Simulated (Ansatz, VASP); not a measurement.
**Two plane-wave programs on BaO**

```xyz
2
Lattice="0.0000 2.8739 2.8739 2.8739 0.0000 2.8739 2.8739 2.8739 0.0000" Properties=species:S:1:pos:R:3 pbc="T T T"
Ba    0.0000    0.0000    0.0000
O     2.8739    2.8739    2.8739
```

Alike in both runs: task single point; functional PBE; k mesh 8 × 8 × 8; occupations gaussian, width 0.02 eV; no spin polarisation.

|  | VASP | Ansatz |
| --- | --- | --- |
| version | VASP 6.6.1 | Ansatz 0.2.0 |
| potentials or method | VASP PAW PBE potentials, release 64 (Ba_sv, O), cutoff 600 eV | scalar-relativistic, plane waves, PAW |
| valence electrons in the cell | 16 | 16 |

Ansatz gave:

- gap on the k mesh at the Fermi level (eV): 2.34
- least direct gap on the mesh (eV): 2.34
- pressure (GPa): -5.2

What did VASP give for the same quantities?

gap on the k mesh at the Fermi level (eV): 2.29; least direct gap on the mesh (eV): 2.29; pressure (GPa): -4.1.

The functional is the same, so the differences come from potentials, cutoffs and numerics.

Spin-orbit coupling is off throughout.
